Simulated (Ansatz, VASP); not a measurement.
## One calculation of Si, two programs

```
CELL_PARAMETERS angstrom
0.00000 2.70088 2.70088
2.70088 0.00000 2.70088
2.70088 2.70088 0.00000
ATOMIC_POSITIONS crystal
Si 0.87500 0.87500 0.87500
Si 0.12500 0.12500 0.12500
```

Alike in both runs: functional LDA; k mesh 13 × 13 × 13; occupations fermi-dirac, width 0.1 eV; no spin polarisation.

Ansatz relaxed the structure, and its values are those at the end. VASP's run is a single point on that final structure, the one shown.

```csv
,VASP,Ansatz
version,VASP 6.6.1,Ansatz 0.2.0
potentials or method,"VASP PAW LDA potentials, release 64 (Si)","PAW with Ansatz's default frozen-core files, scalar-relativistic"
plane-wave cutoff (eV),520,420
valence electrons in the cell,8,8
```

|  | VASP | Ansatz | Ansatz less VASP |
| --- | --- | --- | --- |
| pressure (GPa) | 0.0 | 0.0 | -0.04 |

LDA's correlation is that of Perdew and Zunger in VASP and of Perdew and Wang (1992) in Ansatz.
